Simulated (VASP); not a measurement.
Wanted: the native input for a VASP 6.6.1 run.

| Quantity | Value |
| --- | --- |
| Task | single point |
| Functional | PBE |
| Potentials or basis | VASP PAW PBE potentials, release 64 (Al) |
| Cutoff | 520 eV |
| k mesh | 17 × 17 × 9 |
| Occupations | fermi-dirac, width 0.1 eV |
| Spin | no spin polarisation |
| Dipole correction | no |
| Further INCAR settings | ALGO = Normal; EDIFF = 1e-06; NBANDS = 10 |

The structure of Al lies in POSCAR:

```
Al
1.0
    2.5517009937      0.0000000000      0.0000000000
   -1.2758504968      2.2098378834      0.0000000000
    0.0000000000      0.0000000000      4.1785514806
Al
2
Direct
    0.3333333333      0.6666666667      0.2500000000
    0.6666666667      0.3333333333      0.7500000000
```

One way to write it, as run:

INCAR

```
PREC = Accurate ; ENCUT = 520
EDIFF = 1E-6 ; ISMEAR = -1
SIGMA = 0.1 ; LREAL = F
LASPH = T ; NELM = 80
ALGO = Normal ; ISIF = 2
LWAVE = F ; LCHARG = F
GGA = PE ; NBANDS = 10
```

KPOINTS

```
Automatic mesh
0
Gamma
  17 17 9
```

Potentials or basis: VASP PAW PBE potentials, release 64 (Al).

Run with:

```sh
$ cat potpaw_PBE.64/Al/POTCAR > POTCAR
$ mpirun -np 1 vasp_std > vasp.out
```

Results of the run:

```
Pressure               : 54.2 GPa
Band gap on the k mesh : zero (band 3 reaches 15.81 eV, above the bottom of band 4 at 8.64 eV)
```

Run time: 13 s on 1 thread of Intel(R) Xeon(R) Platinum 8488C (Sapphire Rapids) (shared host), peak memory 0.15 GiB.
